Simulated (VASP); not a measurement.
## Ti: single point with PBEsol

Ti:

```xyz
1
Lattice="-1.6656 1.6656 1.6902 1.6656 -1.6656 1.6902 1.6656 1.6656 -1.6902" Properties=species:S:1:pos:R:3 pbc="T T T"
Ti    0.0000    0.0000    0.0000
```

This cell differs from its parent crystal: strain +0.015 along x and y, +0.030 along z.

```
Program             : VASP 6.6.1
Task                : single point
Functional          : PBEsol
Potentials or basis : VASP PAW PBE potentials, release 64 (Ti_sv)
Cutoff              : 520 eV
k mesh              : 20 × 20 × 20
Occupations         : gaussian, width 0.15 eV
Spin                : no spin polarisation
```

```json
{
  "Pressure": "-11.5 GPa",
  "Band gap on the k mesh": "zero (band 6 reaches 8.07 eV, above the bottom of band 7 at 6.59 eV)"
}
```

Stress tensor (GPa, compression positive):
```
-11.65   0.00   0.00
  0.00 -11.65   0.00
  0.00   0.00 -11.27
```

Levels at points of the mesh, in eV from the Fermi level:
| k point | band 4 | band 5 | band 6 | band 7 | band 8 | band 9 |
| --- | --- | --- | --- | --- | --- | --- |
| (0.00, 0.00, 0.00) | -32.48 | -5.78 | 0.88 | 0.88 | 0.97 | 2.47 |
| (0.50, 0.00, 0.00) | -32.49 | -2.28 | -0.30 | 0.91 | 2.45 | 2.80 |
| (0.50, 0.50, 0.00) | -32.49 | -2.28 | -0.41 | 1.00 | 2.56 | 2.84 |
| (0.50, 0.50, 0.50) | -32.85 | -1.88 | -1.84 | 3.55 | 3.58 | 3.58 |

It took 75 s on 1 thread of Intel(R) Xeon(R) 6975P-C (Granite Rapids), on a shared host, peak memory 0.25 GiB.

Caveat: the cell differs from its parent crystal (strain +0.015 along x and y, +0.030 along z); the PAW data sets were made with another functional, which shifts forces and pressure a little.
